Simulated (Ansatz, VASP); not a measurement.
Two plane-wave programs on TePb

```
CELL_PARAMETERS angstrom
0.00000 3.25240 3.25240
3.25240 0.00000 3.25240
3.25240 3.25240 0.00000
ATOMIC_POSITIONS crystal
Pb 0.00000 0.00000 0.00000
Te 0.50000 0.50000 0.50000
```

Alike in both runs: task single point; functional BLYP; k mesh 7 × 7 × 7; occupations fermi-dirac, width 0.05 eV; no spin polarisation.

|  | VASP | Ansatz |
| --- | --- | --- |
| version | VASP 6.6.1 | Ansatz 0.2.0 |
| potentials or method | VASP PAW PBE potentials, release 64 (Pb_d, Te) | Ansatz PAW |
| plane-wave cutoff (eV) | 520 | 420 |
| valence electrons in the cell | 20 | 30 |

```tsv
	VASP	Ansatz	Ansatz less VASP
pressure (GPa)	4.4	4.3	-0.14
```

VASP's potentials were made for PBE, not for BLYP. VASP's potentials hold 20 valence electrons a cell and Ansatz's 30, so a difference there can come from the potentials and not from the codes.

Neither program's run includes spin-orbit coupling.
